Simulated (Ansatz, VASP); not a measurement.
## BaTiO3: VASP beside Ansatz

The input INCAR:

```
SYSTEM = BaTiO3
ALGO     = Normal         ! electronic algorithm
EDIFF    = 1E-6           ! SCF threshold, eV
ENCUT    = 520            ! plane-wave cutoff, eV
GGA      = PE             ! functional
ISIF     = 2              ! what is computed and relaxed
ISMEAR   = -1             ! smearing method
LASPH    = .TRUE.         ! aspherical terms in the spheres
LCHARG   = .FALSE.        ! write CHGCAR
LREAL    = .FALSE.        ! projectors in reciprocal space
LWAVE    = .FALSE.        ! write WAVECAR
NBANDS   = 28             ! bands
NELM     = 100            ! most SCF steps
PREC     = Accurate       ! precision mode
SIGMA    = 0.05           ! smearing width, eV
```

Contents of KPOINTS:

```
k-points
0
G
  8 8 8
  0 0 0
```

File POSCAR:

```
BaTiO3
1.0
    3.9841000000      0.0000000000      0.0000000000
    0.0000000000      2.8370500000      2.9027160000
    0.0000000000     -2.8370500000      2.9027160000
Ba Ti O
1 1 3
Direct
    0.0000000000      0.0000000000      0.0000000000
    0.5000000000      0.5079000000      0.5079000000
    0.0000000000      0.4921000000      0.4921000000
    0.5000000000      0.5025100000      0.9937100000
    0.5000000000      0.9937100000      0.5025100000
```

Input for Ansatz:

```yaml
crystal:
  lattice:
    - [3.9841, 0.0, 0.0]
    - [0.0, 2.83705, 2.902716]
    - [0.0, -2.83705, 2.902716]
  atoms:
    - { symbol: Ba, position: [0.0, 0.0, 0.0] }
    - { symbol: Ti, position: [0.5, 0.5079, 0.5079] }
    - { symbol: O, position: [0.0, 0.4921, 0.4921] }
    - { symbol: O, position: [0.5, 0.50251, 0.99371] }
    - { symbol: O, position: [0.5, 0.99371, 0.50251] }
kpoints:
  mp_grid: { grid: [8, 8, 8] }
  band_path:
    path:
      - [0.0, 0.0, 0.0]
      - [0.0, 0.5, 0.5]
      - [0.0, 0.511183189, 0.488816811]
      - [0.0, 0.488816811, -0.488816811]
      - [0.0, 0.0, 0.0]
      - [0.5, 0.0, 0.0]
      - [0.5, 0.488816811, -0.488816811]
      - [0.5, 0.511183189, 0.488816811]
      - [0.5, 0.5, 0.5]
    npoints: 5
scf:
  occupations: { method: fermi_dirac, width: 0.05 }
hamiltonian:
  xc: pbe
  pseudopotentials: { kind: all_electron, lapw: { basis_error: 0.001 } }
output:
  forces: true
  stress: true
  eigenvalues: true
```

Change from the starting cell: zz strain of +2 %.

Alike in both runs: task single point; functional PBE; k mesh 8 × 8 × 8; occupations fermi-dirac, width 0.05 eV; no spin polarisation.

|  | VASP | Ansatz |
| --- | --- | --- |
| version | VASP 6.6.1 | Ansatz 0.2.0 |
| potentials or method | VASP PAW PBE potentials, release 64 (Ba_sv, Ti_sv, O), cutoff 520 eV | all-electron LAPW, scalar-relativistic |

```csv
,VASP,Ansatz,Ansatz less VASP
pressure (GPa),0.4,-1.2,-1.64
"traceless stress, the component that is largest in VASP (GPa)",-3.59,-3.50,+0.095
rms of the force components (eV/Å),0.121,0.126,+0.0057
```

Atom by atom the forces differ by 0.008 eV/Å (rms over components). Ansatz ran all-electron here, and VASP with PAW potentials.

Neither program's run includes spin-orbit coupling.
